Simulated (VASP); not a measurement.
Here is a VASP 6.6.1 calculation.

Contents of INCAR:

```
SYSTEM = BaH4
  ALGO = Normal
  EDIFF = 1E-6
  EDIFFG = -0.01
  ENCUT = 600
  GGA = PE
  IBRION = 2
  ISIF = 3
  ISMEAR = 0
  LASPH = .True.
  LCHARG = .False.
  LREAL = .False.
  LWAVE = .False.
  NELM = 100
  NSW = 100
  PREC = Accurate
  SIGMA = 0.02
```

Contents of KPOINTS:

```
k-points
0
Gamma
  6 6 6
  0 0 0
```

Contents of POSCAR:

```
BaH4
1.0
    2.2926231534      1.3236465948      3.5428506043
   -2.2926231534      1.3236465948      3.5428506043
    0.0000000000     -2.6472931896      3.5428506043
Ba H
1 4
Direct
    0.0000000000      0.0000000000      0.0000000000
    0.7407908648      0.7407908648      0.7407908648
    0.2592091352      0.2592091352      0.2592091352
    0.4638710694      0.4638710694      0.4638710694
    0.5361289306      0.5361289306      0.5361289306
```

Potentials or basis: VASP PAW PBE potentials, release 64 (Ba_sv, H).

Launch:

```sh
$ cat potpaw_PBE.64/Ba_sv/POTCAR potpaw_PBE.64/H/POTCAR > POTCAR
$ mpirun -np 1 vasp_std > vasp.out
```

Question: What does it give for the space group after relaxing (to 0.1 Å)?

Answer: R-3m (No. 166).

Question: Predict the relaxed volume.

Answer: 13.06 Å³/atom.

Forces on the atoms (eV/Å):
```
Ba   0.000  0.000  0.000
H    0.000  0.000  0.005
H    0.000  0.000 -0.005
H    0.000  0.000  0.005
H    0.000  0.000 -0.005
```
